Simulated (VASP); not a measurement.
A run of VASP 6.6.1 is set up as follows.

INCAR

```
PREC = Accurate
ENCUT = 520
EDIFF = 1E-8
ISMEAR = -1
SIGMA = 0.05
LREAL = False
LASPH = True
NELM = 60
ALGO = Normal
ISIF = 2
LWAVE = False
LCHARG = False
GGA = CA
LEFG = True
NBANDS = 18
```

The input KPOINTS:

```
regular mesh
0
Gamma
  8 8 8
```

Contents of POSCAR:

```
SrTl
1.0
    3.9496911903      0.0000000000      0.0000000000
    0.0000000000      3.9496911903      0.0000000000
    0.0000000000      0.0000000000      3.9496911903
Sr Tl
1 1
Direct
    0.0000000000      0.0000000000      0.0000000000
    0.5000000000      0.5000000000      0.5000000000
```

Potentials or basis: VASP PAW LDA potentials, release 64 (Sr_sv, Tl_d).

The run is started by

```sh
$ cat potpaw_LDA.64/Sr_sv/POTCAR potpaw_LDA.64/Tl_d/POTCAR > POTCAR
$ mpirun -np 1 vasp_std > vasp.out
```

(1) Estimate the pressure.

(2) Predict the band gap on the k mesh.

Results:

(1) 0.1 GPa.

(2) zero (an odd number of electrons rules out a gap without spin polarisation).

Caveat: spin-orbit coupling is left out, which moves the levels of the heavy elements.
